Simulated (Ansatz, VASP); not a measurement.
This is a calculation of FeO for Ansatz 0.2.0.

input.yaml

```yaml
crystal:
  lattice:
    - [1.51768211, 0.87623418, 2.51579458]
    - [-1.51768211, 0.87623418, 2.51579458]
    - [0.0, -1.75246835, 2.51579458]
  atoms:
    - { symbol: Fe, position: [0.0, 0.0, 0.0], spin: 3.8 }
    - { symbol: O, position: [0.5, 0.5, 0.5] }
hamiltonian:
  xc: pbe
  pseudopotentials: { kind: paw }
magnetization:
  spin_polarized: true
  initial_magnetization: 3.8
  spin_locking: { lock_magnetization: hard }
kpoints:
  mp_grid: { grid: [9, 9, 9] }
scf:
  occupations: { method: fermi_dirac, width: 0.05 }
  lower_state_search: "off"
output:
  forces: true
  stress: true
  eigenvalues: true
```

Potentials or basis: Ansatz PAW.

The run is started by

```sh
$ ansatz run input.yaml --threads 2 --pin off --max-ram 5632MiB --backend cpu --events-out ev --progress --plain --runs-dir out
```

Task: Set up the same calculation for VASP 6.6.1. Potentials there: VASP PAW PBE potentials, release 64 (Fe, O).

Result: As run (the cutoff follows the program's own potentials):

INCAR

```
SYSTEM = FeO
ALGO = Normal
EDIFF = 1E-6
ENCUT = 520
GGA = PE
ISIF = 2
ISMEAR = -1
ISPIN = 2
LASPH = .TRUE.
LCHARG = .FALSE.
LMAXMIX = 4
LORBIT = 11
LREAL = .FALSE.
LWAVE = .FALSE.
MAGMOM = 3.8 0
NBANDS = 18
NELM = 150
NUPDOWN = 3.8
PREC = Accurate
SIGMA = 0.05
```

The input KPOINTS:

```
k-points
0
G
  9 9 9
  0 0 0
```

The input POSCAR:

```
FeO
1.0
    1.5176821100      0.8762341800      2.5157945800
   -1.5176821100      0.8762341800      2.5157945800
    0.0000000000     -1.7524683500      2.5157945800
Fe O
1 1
Direct
    0.0000000000      0.0000000000      0.0000000000
    0.5000000000      0.5000000000      0.5000000000
```

Potentials or basis: VASP PAW PBE potentials, release 64 (Fe, O).

Run with:

```bash
$ cat potpaw_PBE.64/Fe/POTCAR potpaw_PBE.64/O/POTCAR > POTCAR
$ mpirun -np 1 vasp_std > vasp.out
```

Both were run:

|  | VASP | Ansatz | Ansatz less VASP |
| --- | --- | --- | --- |
| pressure (GPa) | -3.1 | -3.2 | -0.11 |
| traceless stress, the component that is largest in VASP (GPa) | -0.63 | -0.61 | +0.019 |
| net moment per atom (μB) | 1.90 | 1.90 | 0.000 |
| size of the moment on the site where the two differ most (μB) | 3.48 | 3.32 | -0.165 |

Site moments also hang on the region over which each program counts them. VASP's potentials hold 14 valence electrons a cell and Ansatz's 22, so a difference there can come from the potentials and not from the codes.
